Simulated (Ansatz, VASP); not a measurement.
**SrO in VASP and in Ansatz**

File INCAR:

```
SYSTEM = SrO
PREC = Accurate ; ENCUT = 520
EDIFF = 1E-6 ; ISMEAR = -1
SIGMA = 0.03 ; LREAL = .False.
LASPH = .True. ; NELM = 60
ALGO = Normal ; ISIF = 2
LWAVE = .False. ; LCHARG = .True.
GGA = PS ; LELF = .True.
LVHAR = .True. ; NBANDS = 15
```

The input KPOINTS:

```
regular mesh
0
Gamma
  8 8 8
  0 0 0
```

POSCAR

```
SrO
1.0
    0.0000000000      2.5698000000      2.5184040000
    2.5698000000      0.0000000000      2.5184040000
    2.5698000000      2.5698000000      0.0000000000
Sr O
1 1
Direct
    0.0000000000      0.0000000000      0.0000000000
    0.5000000000      0.5000000000      0.5000000000
```

Input for Ansatz:

```yaml
crystal:
  lattice:
    - [0.0, 2.5698, 2.518404]
    - [2.5698, 0.0, 2.518404]
    - [2.5698, 2.5698, 0.0]
  atoms:
    - { symbol: Sr, position: [0.0, 0.0, 0.0] }
    - { symbol: O, position: [0.5, 0.5, 0.5] }
kpoints:
  mp_grid: { grid: [8, 8, 8] }
  band_path:
    path:
      - [0.0, 0.0, 0.0]
      - [0.0, 0.5, 0.5]
      - [0.25, 0.75, 0.5]
      - [0.0, 0.5, 0.0]
      - [0.0, 0.0, 0.0]
      - [0.5, 0.5, 0.0]
      - [0.3801541025, 0.6198458975, 0.0]
      - [-0.3801541025, 0.3801541025, 0.0]
      - [0.0, 0.0, 0.0]
    npoints: 5
scf:
  occupations: { method: fermi_dirac, width: 0.03 }
hamiltonian:
  xc: pbesol
  pseudopotentials: { kind: all_electron, lapw: { basis_error: 0.0005 } }
output:
  forces: true
  stress: true
  eigenvalues: true
```

Change from the starting cell: zz strain of -2 %.

Alike in both runs: task single point; functional PBEsol; k mesh 8 × 8 × 8; occupations fermi-dirac, width 0.03 eV; no spin polarisation.

|  | VASP | Ansatz |
| --- | --- | --- |
| version | VASP 6.6.1 | Ansatz 0.2.0 |
| potentials or method | VASP PAW PBE potentials, release 64 (Sr_sv, O), cutoff 520 eV | all-electron LAPW, scalar-relativistic |

|  | VASP | Ansatz | Ansatz less VASP |
| --- | --- | --- | --- |
| gap on the k mesh at the Fermi level (eV) | 3.03 | 3.08 | +0.050 |
| pressure (GPa) | 1.7 | 1.1 | -0.67 |
| traceless stress, the component that is largest in VASP (GPa) | 2.11 | 2.00 | -0.115 |

VASP's potentials were made for PBE, not for PBEsol. Ansatz ran all-electron here, and VASP with PAW potentials.
